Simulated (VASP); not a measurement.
TiW2N3: single point with PBE

The system is TiW2N3.

```
Ti W N
1.0
     2.96087    0.00000    0.00000
    -1.48043    2.56419    0.00000
     0.00000    0.00000    7.91466
Ti W N
1 2 3
Direct
  0.00000 0.00000 0.50000
  0.66667 0.33333 0.81647
  0.33333 0.66667 0.18353
  0.33333 0.66667 0.65253
  0.66667 0.33333 0.34747
  0.00000 0.00000 0.00000
```

```
Program             : VASP 6.6.1
Task                : single point
Functional          : PBE
Potentials or basis : VASP PAW PBE potentials, release 64 (Ti_sv, W_sv, N)
Cutoff              : 520 eV
k mesh              : 12 × 12 × 6
Occupations         : gaussian, width 0.1 eV
Spin                : no spin polarisation
```

```json
{
  "Pressure": "1.1 GPa",
  "Largest force": "0.028 eV/Å",
  "Band gap on the k mesh": "zero (an odd number of electrons rules out a gap without spin polarisation)"
}
```

Forces in eV/Å, atoms in the order of the input:
```
Ti   0.000  0.000  0.000
W    0.000  0.000  0.012
W    0.000  0.000 -0.012
N    0.000  0.000 -0.028
N    0.000  0.000  0.028
N    0.000  0.000  0.000
```

Levels at points of the mesh, in eV from the Fermi level:
| k point | band 25 | band 26 | band 27 | band 28 | band 29 | band 30 |
| --- | --- | --- | --- | --- | --- | --- |
| (0.00, 0.00, 0.00) | -2.92 | -1.89 | -1.89 | -0.50 | -0.39 | -0.39 |
| (0.50, 0.00, 0.00) | -3.90 | -2.06 | -0.29 | 1.00 | 1.57 | 1.83 |
| (0.00, 0.00, 0.50) | -1.46 | -1.45 | -1.18 | -1.18 | -1.16 | -1.16 |
| (0.50, 0.00, 0.50) | -3.54 | -3.22 | 0.46 | 1.52 | 1.85 | 2.20 |

Run time: 3.3 min on 1 thread of Intel(R) Xeon(R) Platinum 8259CL CPU @ 2.50GHz (Skylake/Cascade Lake), on a shared host, peak memory 0.32 GiB.

Caveat: spin-orbit coupling is left out, which moves the levels of the heavy elements.
